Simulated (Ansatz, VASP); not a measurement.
## Cs in VASP and in Ansatz

```
CELL_PARAMETERS angstrom
-3.07943 3.07943 3.07943
3.07943 -3.07943 3.07943
3.07943 3.07943 -3.07943
ATOMIC_POSITIONS crystal
Cs 0.00000 0.00000 0.00000
```

Alike in both runs: functional PBE; k mesh 10 × 10 × 10; occupations gaussian, width 0.1 eV; no spin polarisation.

Ansatz relaxed the structure, and its values are those at the end. VASP's run is a single point on that final structure, the one shown.

|  | VASP | Ansatz |
| --- | --- | --- |
| version | VASP 6.6.1 | Ansatz 0.2.0 |
| potentials or method | VASP PAW PBE potentials, release 64 (Cs_sv), cutoff 520 eV | scalar-relativistic, plane waves, PAW |
| valence electrons in the cell | 9 | 9 |

|  | VASP | Ansatz | Ansatz less VASP |
| --- | --- | --- | --- |
| gap on the k mesh at the Fermi level (eV) | none | none | - |
| pressure (GPa) | 0.0 | 0.0 | +0.01 |

A gap of «none» marks a metal or a gap that the smearing closes.

Neither program's run includes spin-orbit coupling.
